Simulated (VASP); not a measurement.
# NaF (Fm-3m) in VASP: relaxation of cell and atoms with LDA

Aim: the relaxation of cell and atoms of NaF with LDA.

All numbers are computed with VASP 6.6.1; they aren't measurements. Logs are shortened: lines on timing, memory, paths and dates and some standing lists are left out, and cuts for length are marked.

### 1 The cell of the first run

The structure is cubic, space group Fm-3m (No. 225). The conventional cell has a = 4.699 Å, b = 4.699 Å, c = 4.699 Å, α = 90.00°, β = 90.00°, γ = 90.00°. Within 3.1 Å of Na (site symmetry m-3m) lie 6 F at 2.35 Å. F (site symmetry m-3m) has 6 Na at 2.35 Å within 3.1 Å.

### 2 Relaxation of cell and atoms, LDA

Contents of INCAR:

```
SYSTEM = NaF
PREC     = Accurate       ! precision mode
ENCUT    = 600            ! plane-wave cutoff, eV
EDIFF    = 1E-7           ! SCF threshold, eV
ISMEAR   = -1             ! smearing method
SIGMA    = 0.02           ! smearing width, eV
LREAL    = .False.        ! projectors in reciprocal space
LASPH    = .True.         ! aspherical terms in the spheres
NELM     = 100            ! most SCF steps
ALGO     = Normal         ! electronic algorithm
ISIF     = 3              ! what is computed and relaxed
LWAVE    = .False.        ! write WAVECAR
LCHARG   = .False.        ! write CHGCAR
GGA      = CA             ! functional
IBRION   = 2              ! ionic algorithm
NSW      = 80             ! ionic steps
EDIFFG   = -0.005         ! ionic threshold
```

Contents of KPOINTS:

```
regular mesh
0
Gamma
  8 8 8
  0 0 0
```

Contents of POSCAR:

```
NaF
1.0
    0.0000000000      2.3497438045      2.3497438045
    2.3497438045      0.0000000000      2.3497438045
    2.3497438045      2.3497438045      0.0000000000
Na F
1 1
Direct
    0.0000000000      0.0000000000      0.0000000000
    0.5000000000      0.5000000000      0.5000000000
```

Potentials or basis: VASP PAW LDA potentials, release 64 (Na_pv, F).

The run is started by

```bash
> cat potpaw_LDA.64/Na_pv/POTCAR potpaw_LDA.64/F/POTCAR > POTCAR
> mpirun -np 1 vasp_std > vasp.out
```

OUTCAR:

```text
SYSTEM = NaF
   PREC = Accurate
   ENCUT = 600
   EDIFF = 1E-7
   ISMEAR = -1
   LREAL = .False.
   LASPH = .True.
   NELM = 100
   ISIF = 3
   GGA = CA
   IBRION = 2
   NSW = 80
   EDIFFG = -0.005

 ion  position               nearest neighbor table
   1  0.000  0.000  0.000-
   2  0.500  0.500  0.500-

  LATTYP: Found a face centered cubic cell.
 ALAT       =     4.6994876090

  Lattice vectors:

 A1 = (   0.0000000000,   2.3497438045,   2.3497438045)
 A2 = (   2.3497438045,   0.0000000000,   2.3497438045)
 A3 = (   2.3497438045,   2.3497438045,   0.0000000000)

Analysis of symmetry for initial positions (statically):
=====================================================================
 Subroutine PRICEL returns:
 Original cell was already a primitive cell.

 Routine SETGRP: Setting up the symmetry group for a
 face centered cubic supercell.

 Subroutine GETGRP returns: Found 48 space group operations
 (whereof 48 operations were pure point group operations)
 out of a pool of 48 trial point group operations.

The static configuration has the point symmetry O_h .

Analysis of symmetry for dynamics (positions and initial velocities):
=====================================================================
 Subroutine PRICEL returns:
 Original cell was already a primitive cell.

 Routine SETGRP: Setting up the symmetry group for a
 face centered cubic supercell.

 Subroutine GETGRP returns: Found 48 space group operations
 (whereof 48 operations were pure point group operations)
 out of a pool of 48 trial point group operations.

The dynamic configuration has the point symmetry O_h .

 Subroutine INISYM returns: Found 48 space group operations
 (whereof 48 operations are pure point group operations),
 and found     1 'primitive' translations

----------------------------------------------------------------------------------------

                                     Primitive cell

  volume of cell :      25.9473

  direct lattice vectors                    reciprocal lattice vectors
     0.000000000  2.349743805  2.349743805    -0.212789156  0.212789156  0.212789156
     2.349743805  0.000000000  2.349743805     0.212789156 -0.212789156  0.212789156
     2.349743805  2.349743805  0.000000000     0.212789156  0.212789156 -0.212789156

  length of vectors
     3.323039556  3.323039556  3.323039556     0.368561629  0.368561629  0.368561629

  position of ions in fractional coordinates (direct lattice)
     0.000000000  0.000000000  0.000000000
     0.500000000  0.500000000  0.500000000

  ion indices of the primitive-cell ions
   primitive index   ion index
                 1           1
                 2           2

----------------------------------------------------------------------------------------

 KPOINTS: regular mesh

Automatic generation of k-mesh.
 Grid dimensions read from file:
 generate k-points for:    8    8    8

 Generating k-lattice:

  Cartesian coordinates                     Fractional coordinates (reciprocal lattice)
    -0.026598644  0.026598644  0.026598644     0.125000000  0.000000000  0.000000000
     0.026598644 -0.026598644  0.026598644     0.000000000  0.125000000  0.000000000
     0.026598644  0.026598644 -0.026598644     0.000000000  0.000000000  0.125000000

  Length of vectors
     0.046070204  0.046070204  0.046070204

  Shift w.r.t. Gamma in fractional coordinates (k-lattice)
     0.000000000  0.000000000  0.000000000

 Subroutine IBZKPT returns following result:
 ===========================================

 Found     29 irreducible k-points:

 Following reciprocal coordinates:
            Coordinates               Weight
  0.000000  0.000000  0.000000      1.000000
  0.125000  0.000000  0.000000      8.000000
  0.250000  0.000000  0.000000      8.000000
  0.375000  0.000000  0.000000      8.000000
  0.500000  0.000000  0.000000      4.000000
  0.125000  0.125000  0.000000      6.000000
[... 16 lines left out ...]
  0.500000  0.250000  0.125000     48.000000
 -0.375000  0.250000  0.125000     24.000000
 [... further k-points ...]
   k-points           NKPTS =     29   k-points in BZ     NKDIM =     29   number of bands    NBANDS=     11
   number of dos      NEDOS =    301   number of ions     NIONS =      2
   total plane-waves  NPLWV =  21952
   dimension x,y,z NGX =    28 NGY =   28 NGZ =   28
   dimension x,y,z NGXF=    56 NGYF=   56 NGZF=   56
   ions per type =               1   1
   NGX,Y,Z   is equivalent  to a cutoff of  14.01, 14.01, 14.01 a.u.
   NGXF,Y,Z  is equivalent  to a cutoff of  28.02, 28.02, 28.02 a.u.
 SYSTEM =  NaF
   PREC   = accura    normal or accurate (medium, high low for compatibility)
   ISTART =      0    job   : 0-new  1-cont  2-samecut
   ICHARG =      2    charge: 1-file 2-atom 10-const
   ISPIN  =      1    spin polarized calculation?
   LNONCOLLINEAR =      F non collinear calculations
   LSORBIT =      F    spin-orbit coupling
   LASPH  =      T    aspherical Exc in radial PAW
   ENCUT  =  600.0 eV  44.10 Ry    6.64 a.u.   6.64  6.64  6.64*2*pi/ulx,y,z
   NELM   =    100;   NELMIN=  2; NELMDL= -5     # of ELM steps
   EDIFF  = 0.1E-06   stopping-criterion for ELM
   LREAL  =      F    real-space projection
   EDIFFG = -.5E-02   stopping-criterion for IOM
   NSW    =     80    number of steps for IOM
   IBRION =      2    ionic relax: 0-MD 1-quasi-New 2-CG
   NFREE  =      1    steps in history (QN), initial steepest desc. (CG)
   ISIF   =      3    stress and relaxation
   ISYM   =      2    0-nonsym 1-usesym 2-fastsym
   POTIM  = 0.5000    time-step for ionic-motion
   TEBEG  =    0.0;   TEEND  =   0.0 temperature during run
   PSTRESS=    0.0 pullay stress
   NELECT =      14.0000    total number of electrons
   NUPDOWN=      -1.0000    fix difference up-down
   EMIN   =  10.00;   EMAX   =-10.00  energy-range for DOS
   EFERMI =   0.00;   METHOD = LEGACY
   ISMEAR =    -1;   SIGMA  =   0.02  broadening in eV -4-tet -1-fermi 0-gaus
   EFERMI_NEDOS =   21; number of points for ismear=-14 and -15
   IALGO  =     38    algorithm
   IMIX   =      4    mixing-type and parameters
     AMIX     =   0.40;   BMIX     =  1.00
     AMIX_MAG =   1.60;   BMIX_MAG =  1.00
  volume/ion in A,a.u.               =      12.97        87.55
  Fermi-wavevector in a.u.,A,eV,Ry     =   1.332765  2.518561 24.167529  1.776263
  Thomas-Fermi vector in A             =   2.461675
   LORBIT       =      0    0 simple, 1 ext, 2 COOP (PROOUT), +10 PAW based schemes
   GGA     = CA    functional components
   LHFCALC =     F    Hartree Fock is set to
   AEXX    =    0.0000 exact exchange contribution
   IVDW    =     0    specifies the selected vdW correction
   LEPSILON=     F    determine dielectric tensor
   LRPA    =     F    only Hartree local field effects (RPA)
 conjugate gradient relaxation of ions
 non-spin polarized calculation
  energy-cutoff  :      600.00
  volume of cell :       25.95
 maximum number of plane-waves:       893
   NGX = 13   NGY = 13   NGZ = 13

--------------------------------------- Ionic step        1  -------------------------------------------

 number of electron      14.0000001 magnetization

 Free energy of the ion-electron system (eV)
  ---------------------------------------------------
  ext. energy  EPLUGINS =         0.00000000
  ---------------------------------------------------
  free energy    TOTEN  =        -9.27404381 eV

  energy without entropy =       -9.27404381  energy(sigma->0) =       -9.27404381

 E-fermi :  -2.2746     XC(G=0):  -9.7341

 val. band max:       -2.6903380774   @ k =   0.0000   0.0000   0.0000
 cond. band min:       3.0520352119   @ k =   0.0000   0.0000   0.0000
 fundamental gap:      5.7423732894
 Fermi energy:        -2.2745899556

 k-point     1 :       0.0000    0.0000    0.0000
  band No.  band energies     occupation
      1     -21.5732      2.00000
      2     -21.5732      2.00000
      3     -21.5732      2.00000
      4     -21.3803      2.00000
      5      -2.6903      2.00000
      6      -2.6903      2.00000
      7      -2.6903      2.00000
      8       3.0520      0.00000
      9      15.5569      0.00000
     10      15.5569      0.00000
     11      15.5569      0.00000
[... 768 lines left out ...]
  FREE ENERGIE OF THE ION-ELECTRON SYSTEM (eV)
  ---------------------------------------------------
  free  energy   TOTEN  =        -9.3428013206 eV

  energy  without entropy=       -9.3428013206  energy(sigma->0) =       -9.34280132

[... ionic steps 4 to 13 ...]

--------------------------------------- Ionic step       14  -------------------------------------------

 number of electron      14.0000002 magnetization

------------------------ aborting loop because EDIFF is reached ----------------------------------------

  FORCE on cell =-STRESS in cart. coord.  units (eV):
  Direction    XX          YY          ZZ          XY          YZ          ZX
  --------------------------------------------------------------------------------------
  -------------------------------------------------------------------------------------
  Total       -0.0123413     -0.0123413     -0.0123413      0.0000000      0.0000000      0.0000000
  in kB       -0.8683925     -0.8683925     -0.8683925      0.0000000      0.0000000      0.0000000
  external PRESSURE =      -0.8683925 kB  Pullay stress =       0.0000000 kB
[... 57 lines left out ...]
  energy  without entropy=       -9.3429337759  energy(sigma->0) =       -9.34293378

--------------------------------------- Ionic step       16  -------------------------------------------

 number of electron      14.0000002 magnetization

 Free energy of the ion-electron system (eV)
  ---------------------------------------------------
  ext. energy  EPLUGINS =         0.00000000
  ---------------------------------------------------
  free energy    TOTEN  =        -9.34293924 eV

  energy without entropy =       -9.34293924  energy(sigma->0) =       -9.34293924

 E-fermi :  -1.6331     XC(G=0): -10.4002

 val. band max:       -2.1012587930   @ k =   0.0000   0.0000   0.0000
 cond. band min:       4.3580732007   @ k =   0.0000   0.0000   0.0000
 fundamental gap:      6.4593319937
 Fermi energy:        -1.6330571450

 k-point     1 :       0.0000    0.0000    0.0000
  band No.  band energies     occupation
      1     -21.0281      2.00000
      2     -20.6093      2.00000
      3     -20.6093      2.00000
      4     -20.6093      2.00000
      5      -2.1013      2.00000
      6      -2.1013      2.00000
      7      -2.1013      2.00000
      8       4.3581      0.00000
      9      17.0560      0.00000
     10      17.0560      0.00000
     11      17.0560      0.00000
[... 351 lines left out ...]
  FREE ENERGIE OF THE ION-ELECTRON SYSTEM (eV)
  ---------------------------------------------------
  free  energy   TOTEN  =        -9.3429392387 eV

  energy  without entropy=       -9.3429392387  energy(sigma->0) =       -9.34293924

 reached required accuracy - stopping structural energy minimisation
```

It took 1.8 min on 1 thread of AMD EPYC 7R13, shared host; peak memory 0.11 GiB.

What came out:

| Quantity | Value |
| --- | --- |
| Free energy | -9.3429 eV |
| Relaxed volume | 11.37 Å³/atom |
| Relaxed cell | a = 3.180 Å, b = 3.180 Å, c = 3.180 Å, α = 60.00°, β = 60.00°, γ = 60.00° |
| Space group after relaxing (to 0.1 Å) | Fm-3m (No. 225) |
| Energy gained by relaxing | 34.4 meV/atom |
| Ionic steps | 16 |
| Pressure after relaxing | 0.0 GPa |
| Band gap on the k mesh | 6.46 eV |

Step by step:
```
step  energy change (eV)  largest force (eV/Å)  pressure (GPa)  volume (Å³)
   1              0.0000                0.0000           -6.02        25.95
   2             -0.0532                0.0000           -3.32        24.16
   3             -0.0688                0.0000           -0.35        22.86
   4             -0.0689                0.0000            0.07        22.72
   5             -0.0689                0.0000           -0.14        22.78
   6             -0.0689                0.0000           -0.13        22.78
   7             -0.0689                0.0000           -0.11        22.78
   8             -0.0689                0.0000           -0.12        22.78
   9             -0.0689                0.0000           -0.12        22.78
  10             -0.0689                0.0000           -0.12        22.78
  11             -0.0689                0.0000           -0.12        22.78
  12             -0.0689                0.0000           -0.12        22.77
  13             -0.0689                0.0000           -0.11        22.77
  14             -0.0689                0.0000           -0.09        22.77
  15             -0.0689                0.0000           -0.07        22.76
  16             -0.0689                0.0000           -0.02        22.75
```

Final structure:
```yaml
crystal:
  lattice:
    - [0.00000, 2.24895, 2.24895]
    - [2.24895, 0.00000, 2.24895]
    - [2.24895, 2.24895, 0.00000]
  atoms:
    - { symbol: Na, position: [0.00000, 0.00000, 0.00000] }
    - { symbol: F, position: [0.50000, 0.50000, 0.50000] }
```

Levels at points of the mesh, in eV from the valence-band top:
| k point | band 4 | band 5 | band 6 | band 7 | band 8 | band 9 | band 10 | band 11 |
| --- | --- | --- | --- | --- | --- | --- | --- | --- |
| (0.00, 0.00, 0.00) | -18.51 | 0.00 | 0.00 | 0.00 | 6.46 | 19.16 | 19.16 | 19.16 |
| (0.50, 0.00, 0.00) | -17.59 | -1.87 | -0.32 | -0.32 | 10.94 | 12.86 | 20.64 | 20.64 |
| (0.50, 0.50, 0.00) | -18.58 | -1.47 | -0.46 | -0.46 | 13.12 | 13.50 | 14.14 | 20.50 |
